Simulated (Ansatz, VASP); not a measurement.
# B3C2 in VASP and in Ansatz

```
B C
1.0
     2.72724    0.00000    0.00000
    -1.36362    2.36186    0.00000
     0.00000    0.00000    7.42640
B C
3 2
Cartesian
  1.3636 0.7873 5.7774
  1.3636 0.7873 1.6490
  1.3636 0.7873 0.0000
  0.0000 1.5746 5.7965
  0.0000 1.5746 1.6299
```

Alike in both runs: functional PBE; k mesh 18 × 18 × 6; occupations gaussian, width 0.1 eV; no spin polarisation.

Ansatz relaxed the structure, and its values are those at the end. VASP's run is a single point on that final structure, the one shown.

|  | VASP | Ansatz |
| --- | --- | --- |
| version | VASP 6.6.1 | Ansatz 0.2.0 |
| potentials or method | VASP PAW PBE potentials, release 64 (B, C), cutoff 520 eV | scalar-relativistic, plane waves, PAW |
| valence electrons in the cell | 17 | 17 |

```tsv
	VASP	Ansatz	Ansatz less VASP
gap on the k mesh at the Fermi level (eV)	none	none	-
pressure (GPa)	0.1	0.0	-0.12
rms of the force components (eV/Å)	0.004	0.000	-0.0037
```

A gap of «none» marks a metal or a gap that the smearing closes. The functional is the same, so the differences come from potentials, cutoffs and numerics.
